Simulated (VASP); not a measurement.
# CuSi16 (a cell with a defect) in VASP: a series of runs

Runs on CuSi16 (a cell with a defect). Level: PBE. Tasks: single point.

All numbers are computed with VASP 6.6.1; they aren't measurements. Logs are shortened: lines on timing, memory, paths and dates and some standing lists are left out, and cuts for length are marked.

### 1 The cell of the first run

The cell holds a defect, 17 atoms: a = 7.679 Å, b = 7.679 Å, c = 7.679 Å, α = 60.00°, β = 60.00°, γ = 60.00°.

### 2 Single point, PBE

The input, INCAR:

```
PREC     = Accurate       # precision mode
ENCUT    = 520            # plane-wave cutoff, eV
EDIFF    = 1E-7           # SCF threshold, eV
ISMEAR   = 0              # smearing method
SIGMA    = 0.02           # smearing width, eV
LREAL    = Auto         
LASPH    = T              # aspherical terms in the spheres
NELM     = 100            # most SCF steps
ALGO     = Normal         # electronic algorithm
ISIF     = 2              # what is computed and relaxed
LWAVE    = F              # write WAVECAR
LCHARG   = F              # write CHGCAR
GGA      = PE             # functional
NBANDS   = 52             # bands
NELECT   = 74.0
```

The input, KPOINTS:

```
Automatic mesh
0
Gamma
  2 2 2
```

The input, POSCAR:

```
CuSi16
1.0
    0.0000000000      5.4300000000      5.4300000000
    5.4300000000      0.0000000000      5.4300000000
    5.4300000000      5.4300000000      0.0000000000
Si Cu
16 1
Direct
    0.0394257071     -0.0103085110     -0.0146200562
    0.1327480706      0.1290095233      0.1264038240
   -0.0037781688      0.0056390140      0.4989928774
    0.1327890558      0.1289146418      0.6116554997
   -0.0021173017      0.5032539770      0.0015497348
    0.1379752025      0.6124518459      0.1246257519
   -0.0020668948      0.5031640908      0.4970810946
    0.1099148921      0.6316575640      0.6290478274
    0.5066973737      0.0075661330      0.0023337287
    0.6677358921      0.1012199530      0.1153923627
    0.5067498825      0.0074756666      0.4832669233
    0.6236221459      0.1367109611      0.6196749503
    0.5123880664      0.4726045800      0.0074437815
    0.6258531156      0.6175297097      0.1327165539
    0.4810236775      0.5108580378      0.5039713448
    0.6258540085      0.6175046070      0.6236848893
    0.4635605750      0.8392721061      0.8484978119
```

Potentials or basis: VASP PAW PBE potentials, release 64 (Si, Cu).

Started as:

```sh
$ cat potpaw_PBE.64/Si/POTCAR potpaw_PBE.64/Cu/POTCAR > POTCAR
$ mpirun -np 1 vasp_std > vasp.out
```

OUTCAR:

```text
PREC = Accurate
   ENCUT = 520
   EDIFF = 1E-7
   ISMEAR = 0
   LREAL = Auto
   LASPH = T
   NELM = 100
   ISIF = 2
   GGA = PE
   NELECT = 74.0

 ion  position               nearest neighbor table
   1  0.039  0.990  0.985-  10 2.33   2 2.35   4 2.35   6 2.37  17 2.66
   2  0.133  0.129  0.126-   3 2.34   9 2.34   5 2.35   1 2.35
   3  0.996  0.006  0.499-  12 2.34   4 2.34   2 2.34   8 2.35
   4  0.133  0.129  0.612-   3 2.34  11 2.34   7 2.35   1 2.35
   5  0.998  0.503  0.002-  14 2.33   8 2.34   6 2.34   2 2.35
   6  0.138  0.612  0.125-   5 2.34   7 2.34  13 2.35   1 2.37
   7  0.998  0.503  0.497-  16 2.33   8 2.34   6 2.34   4 2.35
   8  0.110  0.632  0.629-  15 2.33   7 2.34   5 2.34   3 2.35
   9  0.507  0.008  0.002-  10 2.32   2 2.34  17 2.35  12 2.40  14 2.45
  10  0.668  0.101  0.115-   9 2.32  11 2.32   1 2.33  13 2.34
  11  0.507  0.007  0.483-  10 2.32   4 2.34  17 2.35  12 2.40  16 2.45
  12  0.624  0.137  0.620-   3 2.34  15 2.35  11 2.40   9 2.40  17 2.54
  13  0.512  0.473  0.007-  10 2.34   6 2.35  17 2.35  14 2.41  16 2.41
  14  0.626  0.618  0.133-  15 2.33   5 2.33  13 2.41   9 2.45  17 2.47
  15  0.481  0.511  0.504-   8 2.33  16 2.33  14 2.33  12 2.35
  16  0.626  0.618  0.624-  15 2.33   7 2.33  13 2.41  11 2.45  17 2.47
  17  0.464  0.839  0.848-  11 2.35   9 2.35  13 2.35  14 2.47  16 2.47  12 2.54   1 2.66

  LATTYP: Found a face centered cubic cell.
 ALAT       =    10.8600000000

  Lattice vectors:

 A1 = (   0.0000000000,   5.4300000000,   5.4300000000)
 A2 = (   5.4300000000,   0.0000000000,   5.4300000000)
 A3 = (   5.4300000000,   5.4300000000,   0.0000000000)

Analysis of symmetry for initial positions (statically):
=====================================================================
 Subroutine PRICEL returns:
 Original cell was already a primitive cell.

 Routine SETGRP: Setting up the symmetry group for a
 face centered cubic supercell.

 Subroutine GETGRP returns: Found  1 space group operations
 (whereof  1 operations were pure point group operations)
 out of a pool of 48 trial point group operations.

The static configuration has the point symmetry C_1 .

Analysis of symmetry for dynamics (positions and initial velocities):
=====================================================================
 Subroutine PRICEL returns:
 Original cell was already a primitive cell.

 Routine SETGRP: Setting up the symmetry group for a
 face centered cubic supercell.

 Subroutine GETGRP returns: Found  1 space group operations
 (whereof  1 operations were pure point group operations)
 out of a pool of 48 trial point group operations.

[... 121 lines left out ...]
   POTIM  = 0.5000    time-step for ionic-motion
   TEBEG  =    0.0;   TEEND  =   0.0 temperature during run
   PSTRESS=    0.0 pullay stress
   NELECT =      74.0000    total number of electrons
   NUPDOWN=      -1.0000    fix difference up-down
   EMIN   =  10.00;   EMAX   =-10.00  energy-range for DOS
   EFERMI =   0.00;   METHOD = LEGACY
   ISMEAR =     0;   SIGMA  =   0.02  broadening in eV -4-tet -1-fermi 0-gaus
   EFERMI_NEDOS =   21; number of points for ismear=-14 and -15
   IALGO  =     38    algorithm
   IMIX   =      4    mixing-type and parameters
     AMIX     =   0.40;   BMIX     =  1.00
     AMIX_MAG =   1.60;   BMIX_MAG =  1.00
  volume/ion in A,a.u.               =      18.84       127.11
  Fermi-wavevector in a.u.,A,eV,Ry     =   1.004636  1.898488 13.732283  1.009294
  Thomas-Fermi vector in A             =   2.137265
   LORBIT       =      0    0 simple, 1 ext, 2 COOP (PROOUT), +10 PAW based schemes
   GGA     = PE    functional components
   LHFCALC =     F    Hartree Fock is set to
   AEXX    =    0.0000 exact exchange contribution
   IVDW    =     0    specifies the selected vdW correction
   LEPSILON=     F    determine dielectric tensor
   LRPA    =     F    only Hartree local field effects (RPA)
 non-spin polarized calculation
 Gauss-broadening in eV      SIGMA  =   0.02
  energy-cutoff  :      520.00
  volume of cell :      320.21
 maximum number of plane-waves:      8646
 NGX is ok and might be reduce to    60
   NGX = 29   NGY = 29   NGZ = 29

 number of electron      74.0000003 magnetization

 Free energy of the ion-electron system (eV)
  ---------------------------------------------------
  ext. energy  EPLUGINS =         0.00000000
  ---------------------------------------------------
  free energy    TOTEN  =       -94.22272167 eV

  energy without entropy =      -94.22272166  energy(sigma->0) =      -94.22272167

 E-fermi :   6.4023     XC(G=0):  -9.6099

 val. band max:        6.3253907047   @ k =   0.0000   0.0000   0.0000
 cond. band min:       6.4792807603   @ k =   0.0000   0.0000   0.0000
 fundamental gap:      0.1538900556
 Fermi energy:         6.4023294289

 k-point     1 :       0.0000    0.0000    0.0000
  band No.  band energies     occupation
      1      -5.8942      2.00000
      2      -3.5304      2.00000
      3      -3.5144      2.00000
      4      -3.4866      2.00000
      5      -3.4665      2.00000
      6      -2.0090      2.00000
[... 405 lines left out ...]
     48      10.4714      0.00000
     49      10.4882      0.00000
 [bands above 49 left out]

------------------------ aborting loop because EDIFF is reached ----------------------------------------

  FORCE on cell =-STRESS in cart. coord.  units (eV):
  Direction    XX          YY          ZZ          XY          YZ          ZX
  --------------------------------------------------------------------------------------
  -------------------------------------------------------------------------------------
  Total       -1.3562970     -1.3622772     -1.9802311      0.7620695      0.1125326     -0.0791819
  in kB       -6.7863445     -6.8162670     -9.9082507      3.8130780      0.5630663     -0.3961931
  external PRESSURE =      -7.8369541 kB  Pullay stress =       0.0000000 kB

 VOLUME and BASIS-vectors are now :
 -----------------------------------------------------------------------------
  energy-cutoff  :      520.00
  volume of cell :      320.21
      direct lattice vectors                 reciprocal lattice vectors
     0.000000000  5.430000000  5.430000000    -0.092081031  0.092081031  0.092081031
     5.430000000  0.000000000  5.430000000     0.092081031 -0.092081031  0.092081031
     5.430000000  5.430000000  0.000000000     0.092081031  0.092081031 -0.092081031

 POSITION                                       TOTAL-FORCE (eV/Angst)
 -----------------------------------------------------------------------------------
     10.72464      5.56469      5.58811         0.001498     -0.004826     -0.012509
      1.38689      1.40719      1.42134         0.002067      0.003210      0.002094
      2.74015      8.11902      5.44010        -0.000382     -0.004698     -0.001514
      4.02130      4.04233      1.42105         0.001695      0.000940      0.003066
      2.74108      5.42692      8.15117        -0.003731      0.000524     -0.002978
      4.00233      1.42592      4.07482         0.003503      0.003523      0.004691
[... 9 lines left out ...]
      6.73966      6.78500      6.75144         0.001307     -0.001000      0.002434
      9.16459      7.12448      7.07438         0.007614     -0.006502     -0.003017
 -----------------------------------------------------------------------------------
    total drift:                                0.003273     -0.005637     -0.007781

  FREE ENERGIE OF THE ION-ELECTRON SYSTEM (eV)
  ---------------------------------------------------
  free  energy   TOTEN  =       -94.2227216659 eV

  energy  without entropy=      -94.2227216649  energy(sigma->0) =      -94.22272167
```

stdout:

```text
POSCAR found type information on POSCAR SiCu
 POSCAR found :  2 types and      17 ions
 scaLAPACK will be used
 LDA part: xc-table for (Slater+PW92), standard interpolation
 POSCAR, INCAR and KPOINTS ok, starting setup
 FFT: planning ... GRIDC
 FFT: planning ... GRID_SOFT
 FFT: planning ... GRID
 WAVECAR not read
 entering main loop
 the old and the new charge density differ
 old charge density:    75.00000 new   74.00000
    0.225E+01
```

It took 3.9 min on 1 thread of Intel Xeon 6975P-C (Granite Rapids), shared host; peak memory 0.49 GiB.

Results:

```
Free energy   : -94.2227 eV
Largest force : 0.013 eV/Å
```

Forces on the atoms (eV/Å):
```
Si   0.001 -0.005 -0.013
Si   0.002  0.003  0.002
Si   0.000 -0.005 -0.002
Si   0.002  0.001  0.003
Si  -0.004  0.001 -0.003
Si   0.004  0.004  0.005
Si  -0.002 -0.002 -0.004
Si   0.001  0.002  0.004
Si  -0.006  0.005  0.001
Si   0.010 -0.005  0.000
Si  -0.012 -0.003  0.004
Si   0.005  0.000  0.004
Si  -0.011  0.006 -0.003
Si   0.008  0.001  0.001
Si  -0.008  0.005  0.001
Si   0.001 -0.001  0.002
Cu   0.008 -0.007 -0.003
```

Caveat: the k points lie up to 0.50 Å⁻¹ apart; the cell carries a net charge on a neutralising background, which shifts energy and pressure; the cell is charged against a uniform background, so pressure and absolute levels hang on convention.

### 3 Single point, PBE

The input, INCAR:

```
PREC = Accurate
ENCUT = 520
EDIFF = 1E-7
ISMEAR = 0
SIGMA = 0.02
LREAL = Auto
LASPH = T
NELM = 100
ALGO = Normal
ISIF = 2
LWAVE = F
LCHARG = F
GGA = PE
NBANDS = 52
NELECT = 74.0
```

The input, KPOINTS:

```
regular mesh
0
Gamma
  2 2 2
```

The input, POSCAR:

```
CuSi16
1.0
    0.0000000000      5.4300000000      5.4300000000
    5.4300000000      0.0000000000      5.4300000000
    5.4300000000      5.4300000000      0.0000000000
Si Cu
16 1
Direct
   -0.0082379925     -0.0008608282      0.0008718721
    0.1220647351      0.1184285509      0.1414168312
    0.0083579740     -0.0424651164      0.5092143173
    0.1168325738      0.1124550454      0.6171792886
   -0.0020634244      0.4923864095      0.0131090806
    0.1228845846      0.6270790199      0.1277343223
   -0.0002839420      0.4868829927      0.5002010328
    0.1389704451      0.5858946097      0.6393247581
    0.5044043828      0.0015900151      0.0050377556
    0.6205872446      0.1437939497      0.1208457164
    0.5002945036     -0.0006867592      0.4921325574
    0.6406574882      0.1186095359      0.6225374857
    0.4953638152      0.5149565978     -0.0042060455
    0.6254066146      0.6289729428      0.1257168924
    0.5126445438      0.4925487940      0.4983165926
    0.6273052503      0.6272371300      0.6232506539
    0.2753406730      1.1618774103      0.7760636285
```

Potentials or basis: VASP PAW PBE potentials, release 64 (Si, Cu).

Started as:

```sh
$ cat potpaw_PBE.64/Si/POTCAR potpaw_PBE.64/Cu/POTCAR > POTCAR
$ mpirun -np 1 vasp_std > vasp.out
```

It took 4.5 min on 1 thread of Intel Xeon 6975P-C (Granite Rapids), shared host; peak memory 0.49 GiB.

The run converged. Its results:

```
Free energy   : -94.2229 eV
Largest force : 0.016 eV/Å
```

Forces in eV/Å, atoms in the order of the input:
```
Si   0.003  0.006 -0.007
Si  -0.001 -0.004 -0.011
Si   0.004  0.000  0.011
Si  -0.001 -0.005 -0.007
Si   0.002  0.000  0.005
Si   0.000  0.000 -0.003
Si   0.002  0.001  0.004
Si   0.001 -0.008 -0.002
Si   0.000  0.011  0.004
Si  -0.001 -0.003 -0.006
Si  -0.010  0.006  0.006
Si  -0.008 -0.002 -0.002
Si  -0.003  0.003  0.000
Si   0.001 -0.001 -0.003
Si   0.001  0.001  0.004
Si   0.000 -0.001 -0.004
Cu   0.011 -0.003  0.011
```

Levels at points of the mesh, in eV from the Fermi level:
| k point | band 35 | band 36 | band 37 | band 38 | band 39 | band 40 |
| --- | --- | --- | --- | --- | --- | --- |
| (0.00, 0.00, 0.00) | -0.64 | -0.20 | -0.08 | 0.08 | 0.40 | 0.59 |
| (0.50, 0.00, 0.00) | -0.90 | -0.84 | -0.74 | 0.55 | 1.12 | 1.25 |
| (0.00, 0.50, 0.00) | -0.89 | -0.66 | -0.52 | 0.52 | 1.00 | 1.34 |
| (0.00, 0.00, 0.50) | -0.90 | -0.84 | -0.75 | 0.55 | 1.12 | 1.25 |
| (0.50, 0.50, 0.50) | -0.89 | -0.87 | -0.81 | 0.49 | 1.16 | 1.24 |
| (0.50, 0.50, 0.00) | -1.46 | -1.43 | -1.08 | 0.65 | 0.99 | 1.94 |
| (0.00, 0.50, 0.50) | -1.46 | -1.43 | -1.08 | 0.65 | 0.99 | 1.94 |
| (0.50, 0.00, 0.50) | -1.50 | -1.42 | -1.12 | 0.67 | 0.98 | 1.95 |

Caveat: the k points lie up to 0.50 Å⁻¹ apart; the cell carries a net charge on a neutralising background, which shifts energy and pressure; the cell is charged against a uniform background, so pressure and absolute levels hang on convention.

[end of part 1 of 3]
